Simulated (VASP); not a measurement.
# Be3ZnSe4 (P-43m) in VASP: a series of runs, part 2 of 2

VASP 6.6.1. Earlier steps stand in the parts before.

## (3) Single point, PBE

This run uses another cell than the first one, of 18.82 Å³/atom, 1.008 times its volume.

INCAR

```
SYSTEM = Be3ZnSe4
ALGO = Normal
EDIFF = 1E-6
ENCUT = 600
GGA = PE
GGA_COMPAT = .False.
ISIF = 2
ISMEAR = 0
LASPH = .True.
LCHARG = .False.
LREAL = .False.
LWAVE = .False.
NBANDS = 31
NELM = 120
PREC = Accurate
SIGMA = 0.1
```

KPOINTS

```
k-points
0
Gamma
  4 4 4
  0 0 0
```

POSCAR

```
Be3ZnSe4
1.0
    5.3199646339      0.0000000000      0.0000000000
    0.0000000000      5.3199646339      0.0000000000
    0.0000000000      0.0000000000      5.3199646339
Be Zn Se
3 1 4
Direct
    0.5000000000      0.0000000000      0.5000000000
    0.5000000000      0.5000000000      0.0000000000
    0.0000000000      0.5000000000      0.5000000000
    0.0000000000      0.0000000000      0.0000000000
    0.2627674017      0.7372325983      0.7372325983
    0.2627674017      0.2627674017      0.2627674017
    0.7372325983      0.7372325983      0.2627674017
    0.7372325983      0.2627674017      0.7372325983
```

Potentials or basis: VASP PAW PBE potentials, release 64 (Be, Zn, Se).

Launch:

```console
$ cat potpaw_PBE.64/Be/POTCAR potpaw_PBE.64/Zn/POTCAR potpaw_PBE.64/Se/POTCAR > POTCAR
$ mpirun -np 1 vasp_std > vasp.out
```

OUTCAR:

```text
SYSTEM = Be3ZnSe4
   EDIFF = 1E-6
   ENCUT = 600
   GGA = PE
   ISIF = 2
   ISMEAR = 0
   LASPH = .True.
   LREAL = .False.
   NELM = 120
   PREC = Accurate

 ion  position               nearest neighbor table
   1  0.500  0.000  0.500-   5 2.27   6 2.27   7 2.27   8 2.27
   2  0.500  0.500  0.000-   5 2.27   6 2.27   7 2.27   8 2.27
   3  0.000  0.500  0.500-   5 2.27   6 2.27   7 2.27   8 2.27
   4  0.000  0.000  0.000-   5 2.42   6 2.42   7 2.42   8 2.42
   5  0.263  0.737  0.737-   1 2.27   2 2.27   3 2.27   4 2.42
   6  0.263  0.263  0.263-   1 2.27   2 2.27   3 2.27   4 2.42
   7  0.737  0.737  0.263-   1 2.27   2 2.27   3 2.27   4 2.42
   8  0.737  0.263  0.737-   1 2.27   2 2.27   3 2.27   4 2.42

  LATTYP: Found a simple cubic cell.
 ALAT       =     5.3199646339

  Lattice vectors:

 A1 = (   5.3199646339,   0.0000000000,   0.0000000000)
 A2 = (   0.0000000000,   5.3199646339,   0.0000000000)
 A3 = (   0.0000000000,   0.0000000000,   5.3199646339)

Analysis of symmetry for initial positions (statically):
[... 176 lines left out ...]
 Fermi energy:         3.1784323182

 k-point     1 :       0.0000    0.0000    0.0000
  band No.  band energies     occupation
      1     -10.8581      2.00000
      2      -9.3295      2.00000
      3      -9.3295      2.00000
      4      -9.3295      2.00000
      5      -3.5376      2.00000
      6      -3.5376      2.00000
[... 329 lines left out ...]
     30       8.9215      0.00000
     31       9.0375      0.00000

------------------------ aborting loop because EDIFF is reached ----------------------------------------

  FORCE on cell =-STRESS in cart. coord.  units (eV):
  Direction    XX          YY          ZZ          XY          YZ          ZX
  --------------------------------------------------------------------------------------
  -------------------------------------------------------------------------------------
  Total        0.1905776      0.1905776      0.1905776     -0.0000000      0.0000000      0.0000000
  in kB        2.0279454      2.0279454      2.0279454     -0.0000000      0.0000000      0.0000000
  external PRESSURE =       2.0279454 kB  Pullay stress =       0.0000000 kB

 VOLUME and BASIS-vectors are now :
 -----------------------------------------------------------------------------
  energy-cutoff  :      600.00
  volume of cell :      150.57
      direct lattice vectors                 reciprocal lattice vectors
     5.319964634  0.000000000  0.000000000     0.187971174  0.000000000  0.000000000
     0.000000000  5.319964634  0.000000000     0.000000000  0.187971174  0.000000000
     0.000000000  0.000000000  5.319964634     0.000000000  0.000000000  0.187971174

 POSITION                                       TOTAL-FORCE (eV/Angst)
 -----------------------------------------------------------------------------------
      2.65998      0.00000      2.65998        -0.000000     -0.000000      0.000000
      2.65998      2.65998      0.00000        -0.000000     -0.000000      0.000000
      0.00000      2.65998      2.65998        -0.000000     -0.000000      0.000000
      0.00000      0.00000      0.00000        -0.000000     -0.000000     -0.000000
      1.39791      3.92205      3.92205         0.009608     -0.009608     -0.009608
      1.39791      1.39791      1.39791         0.009608      0.009608      0.009608
      3.92205      3.92205      1.39791        -0.009608     -0.009608      0.009608
      3.92205      1.39791      3.92205        -0.009608      0.009608     -0.009608
 -----------------------------------------------------------------------------------
    total drift:                               -0.000000     -0.000000      0.000000

  FREE ENERGIE OF THE ION-ELECTRON SYSTEM (eV)
  ---------------------------------------------------
  free  energy   TOTEN  =       -32.3841987034 eV

  energy  without entropy=      -32.3841987034  energy(sigma->0) =      -32.38419870
```

OSZICAR:

```text
N       E                     dE             d eps       ncg     rms          rms(c)
DAV:   1     0.273273619533E+03    0.27327E+03   -0.19079E+04   620   0.142E+03
DAV:   2     0.141787833991E+01   -0.27186E+03   -0.25487E+03   663   0.299E+02
DAV:   3    -0.320604555337E+02   -0.33478E+02   -0.32971E+02   755   0.107E+02
DAV:   4    -0.330987230098E+02   -0.10383E+01   -0.10354E+01   811   0.193E+01
DAV:   5    -0.331064250813E+02   -0.77021E-02   -0.76997E-02   756   0.169E+00    0.736E+00
DAV:   6    -0.324642626222E+02    0.64216E+00   -0.11867E+00   875   0.349E+01    0.531E+00
DAV:   7    -0.323766967522E+02    0.87566E-01   -0.92519E-01   732   0.491E+00    0.192E+00
DAV:   8    -0.323815128987E+02   -0.48161E-02   -0.28397E-02   766   0.110E+00    0.602E-01
DAV:   9    -0.323836597887E+02   -0.21469E-02   -0.62844E-03   756   0.742E-01    0.118E-01
DAV:  10    -0.323840616285E+02   -0.40184E-03   -0.14955E-03   781   0.533E-01    0.522E-02
DAV:  11    -0.323841611895E+02   -0.99561E-04   -0.34829E-04   750   0.222E-01    0.218E-02
DAV:  12    -0.323841962165E+02   -0.35027E-04   -0.85645E-05   725   0.485E-02    0.788E-03
DAV:  13    -0.323841983320E+02   -0.21155E-05   -0.54301E-06   743   0.325E-02    0.299E-03
DAV:  14    -0.323841987034E+02   -0.37137E-06   -0.11296E-06   543   0.105E-02
   1 F= -.32384199E+02 E0= -.32384199E+02  d E =-.524876E-13
```

Run time: 2 min. Hardware: 1 thread of AMD EPYC 9R45, shared host; peak memory 0.31 GiB.

Results:

- Free energy: -32.3842 eV
- Pressure: 0.2 GPa
- Largest force: 0.017 eV/Å
- Band gap on the k mesh: 2.75 eV, direct

Forces on the atoms (eV/Å):
```
Be   0.000  0.000  0.000
Be   0.000  0.000  0.000
Be   0.000  0.000  0.000
Zn   0.000  0.000  0.000
Se   0.010 -0.010 -0.010
Se   0.010  0.010  0.010
Se  -0.010 -0.010  0.010
Se  -0.010  0.010 -0.010
```

A k mesh can miss the band edges. Expect the measured gap to be larger: semilocal functionals such as PBE lack the derivative discontinuity.

## (4) Single point, PBE

This run uses another cell than the first one, of 18.82 Å³/atom, 1.008 times its volume.

INCAR

```
SYSTEM = Be3ZnSe4
  ALGO = Normal
  EDIFF = 1E-6
  ENCUT = 600
  GGA = PE
  GGA_COMPAT = .FALSE.
  ISIF = 2
  ISMEAR = 0
  LASPH = .TRUE.
  LCHARG = .FALSE.
  LREAL = .FALSE.
  LWAVE = .FALSE.
  NBANDS = 31
  NELM = 120
  PREC = Accurate
  SIGMA = 0.02
```

KPOINTS

```
k-points
0
G
  4 4 4
  0 0 0
```

POSCAR is that of step 3.

Launch:

```console
$ cat potpaw_PBE.64/Be/POTCAR potpaw_PBE.64/Zn/POTCAR potpaw_PBE.64/Se/POTCAR > POTCAR
$ mpirun -np 1 vasp_std > vasp.out
```

Wall time 1.9 min (1 thread of AMD EPYC 9R45, shared host); peak memory 0.31 GiB.

The run converged. Its results:

| Item | Value |
| --- | --- |
| Free energy | -32.3842 eV |
| Pressure | 0.2 GPa |
| Largest force | 0.017 eV/Å |
| Band gap on the k mesh | 2.75 eV, direct |

Forces in eV/Å, atoms in the order of the input:
```
Be   0.000  0.000  0.000
Be   0.000  0.000  0.000
Be   0.000  0.000  0.000
Zn   0.000  0.000  0.000
Se   0.010 -0.010 -0.010
Se   0.010  0.010  0.010
Se  -0.010 -0.010  0.010
Se  -0.010  0.010 -0.010
```

Levels at points of the mesh, in eV from the valence-band top:
```
           k point  band 19  band 20  band 21  band 22  band 23  band 24
(0.00, 0.00, 0.00)     0.00     0.00     0.00     2.75     2.75     2.75
(0.50, 0.00, 0.00)    -1.74    -1.15    -1.15     3.52     4.03     4.96
(0.50, 0.50, 0.00)    -1.08    -0.79    -0.79     4.50     4.63     4.63
(0.50, 0.50, 0.50)    -0.58    -0.58    -0.58     3.10     3.82     3.82
```

A k mesh can miss the band edges. A hybrid or GW would open this gap; PBE tends to underestimate it.

## (5) Single point, PBE

This run uses another cell than the first one, of 18.82 Å³/atom, 1.008 times its volume.

INCAR

```
PREC = Accurate
ENCUT = 600
EDIFF = 1E-6
ISMEAR = 0
SIGMA = 0.02
LREAL = F
LASPH = T
NELM = 120
ALGO = Normal
ISIF = 2
LWAVE = F
LCHARG = T
GGA = PE
LELF = T
LVHAR = T
NBANDS = 31
GGA_COMPAT = F
```

KPOINTS

```
Automatic mesh
0
Gamma
  4 4 4
```

POSCAR is that of step 4.

Launch:

```console
$ cat potpaw_PBE.64/Be/POTCAR potpaw_PBE.64/Zn/POTCAR potpaw_PBE.64/Se/POTCAR > POTCAR
$ mpirun -np 1 vasp_std > vasp.out
```

Wall time 1.9 min (1 thread of AMD EPYC 9R45, shared host); peak memory 0.31 GiB.

Results (log left out):

```
Free energy            : -32.3842 eV
Pressure               : 0.2 GPa
Largest force          : 0.017 eV/Å
Band gap on the k mesh : 2.75 eV, direct
```

Forces in eV/Å, atoms in the order of the input:
```
Be   0.000  0.000  0.000
Be   0.000  0.000  0.000
Be   0.000  0.000  0.000
Zn   0.000  0.000  0.000
Se   0.010 -0.010 -0.010
Se   0.010  0.010  0.010
Se  -0.010 -0.010  0.010
Se  -0.010  0.010 -0.010
```

Levels at points of the mesh, in eV from the valence-band top:
| k point | band 19 | band 20 | band 21 | band 22 | band 23 | band 24 |
| --- | --- | --- | --- | --- | --- | --- |
| (0.00, 0.00, 0.00) | 0.00 | 0.00 | 0.00 | 2.75 | 2.75 | 2.75 |
| (0.50, 0.00, 0.00) | -1.74 | -1.15 | -1.15 | 3.52 | 4.03 | 4.96 |
| (0.50, 0.50, 0.00) | -1.08 | -0.79 | -0.79 | 4.50 | 4.63 | 4.63 |
| (0.50, 0.50, 0.50) | -0.58 | -0.58 | -0.58 | 3.10 | 3.82 | 3.82 |

A k mesh can miss the band edges. PBE gaps usually lie below the measured ones, often by a third to a half.

## (6) The runs side by side

| cell | smearing | gap on the mesh (eV) | pressure (GPa) | largest force (eV/Å) |
| --- | --- | --- | --- | --- |
| a = 5.306 Å, 8 atoms | gaussian 0.1 eV | 2.68 | 2.1 | - |
| a = 5.320 Å, 8 atoms | gaussian 0.1 eV | 2.75 | 0.2 | 0.02 |
| a = 5.320 Å, 8 atoms | gaussian 0.02 eV | 2.75 | 0.2 | 0.02 |

Alike in all rows: task single point; level PBE; potentials or basis VASP PAW PBE potentials, release 64 (Be, Zn, Se); no spin polarisation; k mesh 4 × 4 × 4; cutoff (eV) 600.

Total energies depend on the potentials used, so only differences within one code and one set of settings carry meaning.
